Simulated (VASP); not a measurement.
V: single point with PBEsol

Crystal: V.

```
V
1.0
     2.31243    0.00000    0.00000
     0.00000    2.31243    0.00000
     0.00000    0.00000    2.31243
V
1
Cartesian
  0.0000 0.0000 0.0000
```

This cell differs from its parent crystal: volume scaled by 0.88.

```json
{
 "Program": "VASP 6.6.1",
 "Task": "single point",
 "Functional": "PBEsol",
 "Potentials or basis": "VASP PAW PBE potentials, release 64 (V_sv)",
 "Cutoff": "500 eV",
 "k mesh": "17 × 17 × 17",
 "Occupations": "fermi-dirac, width 0.1 eV",
 "Spin": "no spin polarisation",
 "Dipole correction": "no",
 "Further INCAR settings": "ALGO = Normal; EDIFF = 1e-06; NBANDS = 12"
}
```

| Item | Value |
| --- | --- |
| Pressure | 25.4 GPa |

Levels at points of the mesh, in eV from the Fermi level:
```csv
k point,band 5,band 6,band 7,band 8,band 9,band 10
"(0.00, 0.00, 0.00)",-6.75,-2.72,-2.72,4.28,4.28,4.28
```

Wall time 26 s on 1 thread of Intel Xeon 8259CL (shared host), peak memory 0.13 GiB.

Caveat: the PAW data sets were made with another functional, which shifts forces and pressure a little.
